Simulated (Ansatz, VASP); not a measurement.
# Ge2Sb2O in VASP and in Ansatz

The input INCAR:

```
SYSTEM = Ge2Sb2O
PREC = Accurate ; ENCUT = 600
EDIFF = 1E-7 ; ISMEAR = 0
SIGMA = 0.1 ; LREAL = .FALSE.
LASPH = .TRUE. ; NELM = 120
ALGO = Normal ; ISIF = 3
LWAVE = .FALSE. ; LCHARG = .FALSE.
GGA = PE ; IBRION = 2
NSW = 90 ; EDIFFG = -0.04
GGA_COMPAT = .FALSE. ; NELMIN = 4
```

Contents of KPOINTS:

```
regular mesh
0
G
  6 6 2
  0 0 0
```

Contents of POSCAR:

```
Ge2Sb2O
1.0
    3.6728994600      0.0000000000      0.0000000000
   -1.8364497300      3.1808242400      0.0000000000
    0.0000000000      0.0000000000      9.3123244400
Ge Sb O
2 2 1
Direct
    0.3333333300      0.6666666700      0.0000000000
    0.6666666700      0.3333333300      0.0000000000
    0.0000000000      0.0000000000      0.7732694500
    0.0000000000      0.0000000000      0.2267305500
    0.0000000000      0.0000000000      0.0000000000
```

Input for Ansatz:

```yaml
crystal:
  lattice:
    - [3.67289946, 0.0, 0.0]
    - [-1.83644973, 3.18082424, 0.0]
    - [0.0, 0.0, 9.31232444]
  atoms:
    - { symbol: Ge, position: [0.33333333, 0.66666667, 0.0] }
    - { symbol: Ge, position: [0.66666667, 0.33333333, 0.0] }
    - { symbol: Sb, position: [0.0, 0.0, 0.77326945] }
    - { symbol: Sb, position: [0.0, 0.0, 0.22673055] }
    - { symbol: O, position: [0.0, 0.0, 0.0] }
basis:
  ecutwfc: 420
kpoints:
  mp_grid: { grid: [6, 6, 2] }
hamiltonian:
  xc: pbe
scf:
  occupations: { method: gaussian, width: 0.1 }
  lower_state_search: "off"
output:
  forces: true
  stress: true
  eigenvalues: true
relax:
  adjacent_minimum: "off"
  f_tol: 0.04
  max_steps: 70
  cell: { stress_tol: 0.4 }
```

Alike in both runs: task relaxation of cell and atoms; functional PBE; k mesh 6 × 6 × 2; occupations gaussian, width 0.1 eV; no spin polarisation.

```csv
,VASP,Ansatz
version,VASP 6.6.1,Ansatz 0.2.0
potentials or method,"VASP PAW PBE potentials, release 64 (Ge_d, Sb, O), cutoff 600 eV","scalar-relativistic, plane waves, PAW"
valence electrons in the cell,44,64
```

```tsv
	VASP	Ansatz	Ansatz less VASP
gap on the k mesh at the Fermi level, each at its own relaxed structure (eV)	none	none	-
relaxed volume (Å³/atom)	33.11	27.60	-5.509
relaxed cell length with the largest relative difference (Å)	8.794	7.008	-1.7861
```

A gap of «none» marks a metal or a gap that the smearing closes. One of these differences is far larger than is usual between the two programs; its cause wasn't traced. VASP's potentials hold 44 valence electrons a cell and Ansatz's 64, so a difference there can come from the potentials and not from the codes.

Neither program's run includes spin-orbit coupling. Noted on VASP's run: the volume moved by over 15 % at a fixed basis, so the end points are rough.
